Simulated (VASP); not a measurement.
Ge, 4 atoms in the cell. It takes space group P6_3mc (No. 186, hexagonal). The conventional cell has a = 3.915 Å, b = 3.915 Å, c = 11.765 Å, α = 90.00°, β = 90.00°, γ = 120.00°. Within 3.1 Å of Ge (site symmetry 3m) lie 3 Ge at 2.38 Å. Ge (site symmetry 3m) has 3 Ge at 2.38 Å within 3.1 Å. 

| Quantity | Value |
| --- | --- |
| Program | VASP 6.6.1 |
| Task | single point |
| Functional | PBEsol |
| Potentials or basis | VASP PAW PBE potentials, release 64 (Ge_d) |
| Cutoff | 520 eV |
| k mesh | 10 × 10 × 4 |
| Occupations | fermi-dirac, width 0.1 eV |
| Spin | no spin polarisation |
| Dipole correction | no |
| Further INCAR settings | ALGO = Normal; EDIFF = 1e-06; NBANDS = 36 |

Potentials or basis: VASP PAW PBE potentials, release 64 (Ge_d).

The run is started by

```bash
$ cat potpaw_PBE.64/Ge_d/POTCAR > POTCAR
$ mpirun -np 1 vasp_std > vasp.out
```

Hardware: 1 thread of AMD EPYC 7R13, on a shared host.

Q: Estimate the wall time of this run.

A: Run time: 6.1 min on 1 thread of AMD EPYC 7R13, on a shared host, peak memory 0.32 GiB. Counts: scf iterations 15, k points 42.
